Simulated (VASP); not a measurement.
# MnO (P1) in VASP: single point with PBE

Aim: the single point of MnO with PBE.

Program: VASP 6.6.1. These are calculated values, not measurements. Logs are shortened: lines on timing, memory, paths and dates and some standing lists are left out, and cuts for length are marked.

### 1 The cell of the first run

The typed cell holds 8 atoms: a = 4.961 Å, b = 4.961 Å, c = 4.961 Å, α = 90.00°, β = 90.00°, γ = 90.00°.

### 2 Single point, PBE, collinear spin, zero start

Contents of INCAR:

```
SYSTEM = MnO
ALGO = Normal
EDIFF = 1E-7
ENCUT = 520
GGA = PE
ISIF = 2
ISMEAR = -1
ISPIN = 2
ISYM = 0
LASPH = .TRUE.
LCHARG = .TRUE.
LELF = .TRUE.
LMAXMIX = 4
LORBIT = 11
LREAL = .FALSE.
LVHAR = .TRUE.
LWAVE = .FALSE.
MAGMOM = 0 0 0 0 0 0 0 0
NBANDS = 52
NELM = 150
PREC = Accurate
SIGMA = 0.1
```

Contents of KPOINTS:

```
k-points
0
G
  2 2 2
  0 0 0
```

Contents of POSCAR:

```
MnO
1.0
    4.9606143250      0.0000000000      0.0000000000
    0.0000000000      4.9606143250      0.0000000000
    0.0000000000      0.0000000000      4.9606143250
Mn O
4 4
Direct
    0.0111036780      0.0072366070      0.0061837460
   -0.0037933310      0.5033022570      0.5061993460
    0.5096546820      0.0115494180      0.4954162150
    0.4888359210      0.4989880030     -0.0071258520
    0.2423471410      0.2464263740      0.2494238860
    0.2386282470      0.7539440840      0.7424457970
    0.7389821660      0.2415048360      0.7415991220
    0.7597308590      0.7429347500      0.2557890240
```

Potentials or basis: VASP PAW PBE potentials, release 64 (Mn_pv, O).

The run is started by

```
cat potpaw_PBE.64/Mn_pv/POTCAR potpaw_PBE.64/O/POTCAR > POTCAR
mpirun -np 1 vasp_std > vasp.out
```

OUTCAR:

```text
SYSTEM = MnO
   EDIFF = 1E-7
   ENCUT = 520
   GGA = PE
   ISIF = 2
   ISMEAR = -1
   ISPIN = 2
   ISYM = 0
   LASPH = .TRUE.
   LORBIT = 11
   LREAL = .FALSE.
   NELM = 150
   PREC = Accurate

 ion  position               nearest neighbor table
   1  0.011  0.007  0.006-   5 2.04   6 2.14   8 2.19   7 2.21
   2  0.996  0.503  0.506-   8 2.08   6 2.09   7 2.16   5 2.18
   3  0.510  0.012  0.495-   7 2.02   5 2.15   8 2.17   6 2.22
   4  0.489  0.499  0.993-   6 2.16   5 2.16   7 2.17   8 2.23
   5  0.242  0.246  0.249-   1 2.04   3 2.15   4 2.16   2 2.18
   6  0.239  0.754  0.742-   2 2.09   1 2.14   4 2.16   3 2.22
   7  0.739  0.242  0.742-   3 2.02   2 2.16   4 2.17   1 2.21
   8  0.760  0.743  0.256-   2 2.08   3 2.17   1 2.19   4 2.23

IMPORTANT INFORMATION: All symmetrisations will be switched off!
NOSYMM: (Re-)initialisation of all symmetry stuff for point group C_1.

----------------------------------------------------------------------------------------

                                     Primitive cell

  volume of cell :     122.0693

  direct lattice vectors                    reciprocal lattice vectors
     4.960614325  0.000000000  0.000000000     0.201587935  0.000000000  0.000000000
     0.000000000  4.960614325  0.000000000     0.000000000  0.201587935  0.000000000
     0.000000000  0.000000000  4.960614325     0.000000000  0.000000000  0.201587935

  length of vectors
     4.960614325  4.960614325  4.960614325     0.201587935  0.201587935  0.201587935

  position of ions in fractional coordinates (direct lattice)
     0.011103678  0.007236607  0.006183746
     0.996206669  0.503302257  0.506199346
     0.509654682  0.011549418  0.495416215
     0.488835921  0.498988003  0.992874148
     0.242347141  0.246426374  0.249423886
     0.238628247  0.753944084  0.742445797
     0.738982166  0.241504836  0.741599122
     0.759730859  0.742934750  0.255789024

  ion indices of the primitive-cell ions
   primitive index   ion index
                 1           1
                 2           2
                 3           3
                 4           4
                 5           5
                 6           6
                 7           7
                 8           8

----------------------------------------------------------------------------------------

 KPOINTS: k-points

Automatic generation of k-mesh.
 Grid dimensions read from file:
 generate k-points for:    2    2    2

 Generating k-lattice:

  Cartesian coordinates                     Fractional coordinates (reciprocal lattice)
     0.100793968  0.000000000  0.000000000     0.500000000  0.000000000  0.000000000
     0.000000000  0.100793968  0.000000000     0.000000000  0.500000000  0.000000000
     0.000000000  0.000000000  0.100793968     0.000000000  0.000000000  0.500000000

  Length of vectors
     0.100793968  0.100793968  0.100793968

  Shift w.r.t. Gamma in fractional coordinates (k-lattice)
     0.000000000  0.000000000  0.000000000

 Subroutine IBZKPT returns following result:
 ===========================================

 Found      8 irreducible k-points:

 Following reciprocal coordinates:
            Coordinates               Weight
  0.000000  0.000000  0.000000      1.000000
  0.500000  0.000000  0.000000      1.000000
  0.000000  0.500000  0.000000      1.000000
  0.000000  0.000000  0.500000      1.000000
  0.500000  0.500000  0.000000      1.000000
  0.000000  0.500000  0.500000      1.000000
  0.500000  0.000000  0.500000      1.000000
  0.500000  0.500000  0.500000      1.000000
   k-points           NKPTS =      8   k-points in BZ     NKDIM =      8   number of bands    NBANDS=     52
   number of dos      NEDOS =    301   number of ions     NIONS =      8
   total plane-waves  NPLWV =  64000
   dimension x,y,z NGX =    40 NGY =   40 NGZ =   40
   dimension x,y,z NGXF=    80 NGYF=   80 NGZF=   80
   ions per type =               4   4
   NGX,Y,Z   is equivalent  to a cutoff of  13.41, 13.41, 13.41 a.u.
   NGXF,Y,Z  is equivalent  to a cutoff of  26.81, 26.81, 26.81 a.u.
 SYSTEM =  MnO
   PREC   = accura    normal or accurate (medium, high low for compatibility)
   ISTART =      0    job   : 0-new  1-cont  2-samecut
   ICHARG =      2    charge: 1-file 2-atom 10-const
   ISPIN  =      2    spin polarized calculation?
   LNONCOLLINEAR =      F non collinear calculations
   LSORBIT =      F    spin-orbit coupling
   LASPH  =      T    aspherical Exc in radial PAW
   ENCUT  =  520.0 eV  38.22 Ry    6.18 a.u.   9.22  9.22  9.22*2*pi/ulx,y,z
   NELM   =    150;   NELMIN=  2; NELMDL= -5     # of ELM steps
   EDIFF  = 0.1E-06   stopping-criterion for ELM
   LREAL  =      F    real-space projection
   EDIFFG = 0.1E-05   stopping-criterion for IOM
   NSW    =      0    number of steps for IOM
   IBRION =     -1    ionic relax: 0-MD 1-quasi-New 2-CG
   NFREE  =      0    steps in history (QN), initial steepest desc. (CG)
   ISIF   =      2    stress and relaxation
   ISYM   =      0    0-nonsym 1-usesym 2-fastsym
   POTIM  = 0.5000    time-step for ionic-motion
   TEBEG  =    0.0;   TEEND  =   0.0 temperature during run
   PSTRESS=    0.0 pullay stress
   NELECT =      76.0000    total number of electrons
   NUPDOWN=      -1.0000    fix difference up-down
   EMIN   =  10.00;   EMAX   =-10.00  energy-range for DOS
   EFERMI =   0.00;   METHOD = LEGACY
   ISMEAR =    -1;   SIGMA  =   0.10  broadening in eV -4-tet -1-fermi 0-gaus
   EFERMI_NEDOS =   21; number of points for ismear=-14 and -15
   IALGO  =     38    algorithm
   IMIX   =      4    mixing-type and parameters
     AMIX     =   0.40;   BMIX     =  1.00
     AMIX_MAG =   1.60;   BMIX_MAG =  1.00
  volume/ion in A,a.u.               =      15.26       102.97
  Fermi-wavevector in a.u.,A,eV,Ry     =   1.397904  2.641655 26.587615  1.954135
  Thomas-Fermi vector in A             =   2.521114
   LORBIT       =     11    0 simple, 1 ext, 2 COOP (PROOUT), +10 PAW based schemes
   GGA     = PE    functional components
   LHFCALC =     F    Hartree Fock is set to
   AEXX    =    0.0000 exact exchange contribution
   IVDW    =     0    specifies the selected vdW correction
   LEPSILON=     F    determine dielectric tensor
   LRPA    =     F    only Hartree local field effects (RPA)
 spin polarized calculation
  energy-cutoff  :      520.00
  volume of cell :      122.07
 maximum number of plane-waves:      3328
 NGX is ok and might be reduce to    40
   NGX = 19   NGY = 19   NGZ = 19

 number of electron      76.0000004 magnetization       0.0004697

 number of electron      76.0000004 magnetization      -0.0004122

 Free energy of the ion-electron system (eV)
  ---------------------------------------------------
  ext. energy  EPLUGINS =         0.00000000
  ---------------------------------------------------
  free energy    TOTEN  =       -56.58310994 eV

  energy without entropy =      -55.90976339  energy(sigma->0) =      -56.24643666

 E-fermi :   3.6001     XC(G=0): -10.0853

 val. band max:        3.5866291654   @ k =   0.0000   0.0000   0.0000
 cond. band min:       3.6196469883   @ k =   0.5000   0.5000   0.0000
 fundamental gap:      0.0330178229
 Fermi energy:         3.6001078925

 spin component 1

 k-point     1 :       0.0000    0.0000    0.0000
  band No.  band energies     occupation
      1     -44.5530      1.00000
      2     -44.5426      1.00000
      3     -44.5162      1.00000
      4     -44.4880      1.00000
      5     -44.4592      1.00000
      6     -44.4269      1.00000
[... 42 lines left out ...]
     49       5.0688      0.00000
     50       8.3861      0.00000

 k-point     2 :       0.5000    0.0000    0.0000
  band No.  band energies     occupation
      1     -44.5518      1.00000
      2     -44.5432      1.00000
      3     -44.5162      1.00000
      4     -44.4876      1.00000
      5     -44.4592      1.00000
      6     -44.4268      1.00000
[... 310 lines left out ...]
 k-point     8 :       0.5000    0.5000    0.5000
  band No.  band energies     occupation
      1     -44.5540      1.00000
      2     -44.5419      1.00000
      3     -44.5161      1.00000
      4     -44.4882      1.00000
      5     -44.4592      1.00000
      6     -44.4271      1.00000
[... 42 lines left out ...]
     49       8.2324      0.00000
     50       8.2710      0.00000
 Fermi energy:         3.6001078925

 spin component 2

 k-point     1 :       0.0000    0.0000    0.0000
  band No.  band energies     occupation
      1     -44.5531      1.00000
      2     -44.5425      1.00000
      3     -44.5163      1.00000
      4     -44.4880      1.00000
      5     -44.4594      1.00000
      6     -44.4269      1.00000
[... 42 lines left out ...]
     49       5.0687      0.00000
     50       8.3861      0.00000

 k-point     2 :       0.5000    0.0000    0.0000
  band No.  band energies     occupation
      1     -44.5520      1.00000
      2     -44.5431      1.00000
      3     -44.5163      1.00000
      4     -44.4875      1.00000
      5     -44.4594      1.00000
      6     -44.4267      1.00000
[... 310 lines left out ...]
 k-point     8 :       0.5000    0.5000    0.5000
  band No.  band energies     occupation
      1     -44.5541      1.00000
      2     -44.5418      1.00000
      3     -44.5163      1.00000
      4     -44.4882      1.00000
      5     -44.4594      1.00000
      6     -44.4270      1.00000
[... 42 lines left out ...]
     49       8.2322      0.00000
     50       8.2711      0.00000
 [bands above 50 left out]

------------------------ aborting loop because EDIFF is reached ----------------------------------------

  FORCE on cell =-STRESS in cart. coord.  units (eV):
  Direction    XX          YY          ZZ          XY          YZ          ZX
  --------------------------------------------------------------------------------------
  -------------------------------------------------------------------------------------
  Total      -25.6160703    -25.6840763    -25.7409693     -0.0774740     -0.4980799     -0.6244481
  in kB     -336.2147015   -337.1072897   -337.8540199     -1.0168583     -6.5373716     -8.1959732
  external PRESSURE =    -337.0586704 kB  Pullay stress =       0.0000000 kB

 VOLUME and BASIS-vectors are now :
 -----------------------------------------------------------------------------
  energy-cutoff  :      520.00
  volume of cell :      122.07
      direct lattice vectors                 reciprocal lattice vectors
     4.960614325  0.000000000  0.000000000     0.201587935  0.000000000  0.000000000
     0.000000000  4.960614325  0.000000000     0.000000000  0.201587935  0.000000000
     0.000000000  0.000000000  4.960614325     0.000000000  0.000000000  0.201587935

 POSITION                                       TOTAL-FORCE (eV/Angst)
 -----------------------------------------------------------------------------------
      0.05508      0.03590      0.03068         0.178829     -0.077247      0.088900
      4.94180      2.49669      2.51106        -0.128597      0.133895     -0.078472
      2.52820      0.05729      2.45757         0.087134      0.106264      0.054062
      2.42493      2.47529      4.92527        -0.173472     -0.197349     -0.124301
      1.20219      1.22243      1.23730         0.037653     -0.090116     -0.108074
      1.18374      3.74003      3.68299        -0.040086     -0.222204      0.163060
      3.66581      1.19801      3.67879         0.059430      0.157407     -0.165853
      3.76873      3.68541      1.26887        -0.020892      0.189350      0.170678
 -----------------------------------------------------------------------------------
    total drift:                                0.002378      0.000582      0.000541

  FREE ENERGIE OF THE ION-ELECTRON SYSTEM (eV)
  ---------------------------------------------------
  free  energy   TOTEN  =       -56.5831099392 eV

  energy  without entropy=      -55.9097633904  energy(sigma->0) =      -56.24643666

 total charge

# of ion       s       p       d       tot
------------------------------------------
    1        0.196   6.141   5.008  11.345
    2        0.200   6.147   5.005  11.352
    3        0.198   6.143   5.009  11.351
    4        0.182   6.125   5.011  11.318
    5        1.561   3.303   0.000   4.863
    6        1.561   3.295   0.000   4.856
    7        1.561   3.300   0.000   4.861
    8        1.561   3.290   0.000   4.851
--------------------------------------------------
tot          7.019  37.744  20.034  64.797

 magnetization (x)

# of ion       s       p       d       tot
------------------------------------------
    1        0.000   0.000   0.000   0.000
    2        0.000   0.000  -0.000  -0.000
    3        0.000  -0.000  -0.000  -0.000
    4       -0.000  -0.000  -0.000  -0.000
    5       -0.000   0.000   0.000   0.000
    6       -0.000   0.000   0.000   0.000
    7       -0.000   0.000   0.000   0.000
    8       -0.000   0.000   0.000   0.000
--------------------------------------------------
tot         -0.000   0.000  -0.000  -0.000
```

Wall time 8.8 min (1 thread of AMD EPYC 7R13, shared host); peak memory 0.29 GiB.

What came out:

```yaml
Free_energy: -56.5831 eV
Pressure: -33.7 GPa
Largest_force: 0.291 eV/Å
Band_gap_on_the_k_mesh: zero (filled and empty bands overlap)
Net_moment: 0.00 μB per cell
Valence_electrons_inside_the_program's_atomic_spheres: Mn 11.35, 11.32 (each value once); O 4.86, 4.85 (each value once)
```

Forces in eV/Å, atoms in the order of the input:
```
Mn   0.179 -0.077  0.089
Mn  -0.129  0.134 -0.078
Mn   0.087  0.106  0.054
Mn  -0.173 -0.197 -0.124
O    0.038 -0.090 -0.108
O   -0.040 -0.222  0.163
O    0.059  0.157 -0.166
O   -0.021  0.189  0.171
```

Levels at points of the mesh, in eV from the Fermi level:
Spin up:
```tsv
k point	band 36	band 37	band 38	band 39	band 40	band 41
(0.00, 0.00, 0.00)	-0.13	-0.09	-0.07	-0.07	-0.01	0.24
(0.50, 0.00, 0.00)	-0.20	-0.09	-0.05	0.17	0.19	0.69
(0.00, 0.50, 0.00)	-0.21	-0.07	-0.06	0.16	0.19	0.70
(0.00, 0.00, 0.50)	-0.19	-0.10	-0.04	0.16	0.17	0.68
(0.50, 0.50, 0.00)	-0.32	-0.09	-0.06	0.02	0.06	0.35
(0.00, 0.50, 0.50)	-0.31	-0.11	-0.05	0.03	0.10	0.35
(0.50, 0.00, 0.50)	-0.31	-0.12	-0.09	0.05	0.11	0.35
(0.50, 0.50, 0.50)	-0.24	-0.23	-0.21	-0.19	-0.18	0.62
```
Spin down:
```
           k point  band 34  band 35  band 36  band 37  band 38  band 39  band 40  band 41  band 42  band 43
(0.00, 0.00, 0.00)    -0.36    -0.15    -0.13    -0.09    -0.07    -0.07    -0.01     0.24     0.27     0.27
(0.50, 0.00, 0.00)    -0.48    -0.25    -0.20    -0.09    -0.05     0.17     0.19     0.69     0.70     0.77
(0.00, 0.50, 0.00)    -0.50    -0.25    -0.21    -0.07    -0.05     0.16     0.19     0.70     0.71     0.76
(0.00, 0.00, 0.50)    -0.47    -0.26    -0.19    -0.10    -0.04     0.16     0.17     0.68     0.70     0.77
(0.50, 0.50, 0.00)    -0.40    -0.35    -0.32    -0.09    -0.06     0.02     0.06     0.35     0.39     0.41
(0.00, 0.50, 0.50)    -0.39    -0.35    -0.31    -0.11    -0.05     0.03     0.10     0.35     0.39     0.39
(0.50, 0.00, 0.50)    -0.43    -0.32    -0.31    -0.12    -0.09     0.05     0.11     0.35     0.37     0.40
(0.50, 0.50, 0.50)    -0.27    -0.26    -0.24    -0.23    -0.21    -0.19    -0.18     0.62     0.66     0.77
```

Caveat: the k points lie up to 0.63 Å⁻¹ apart; semilocal functionals often make such compounds metallic where correlation or magnetic order opens a gap, which also shifts bond lengths.
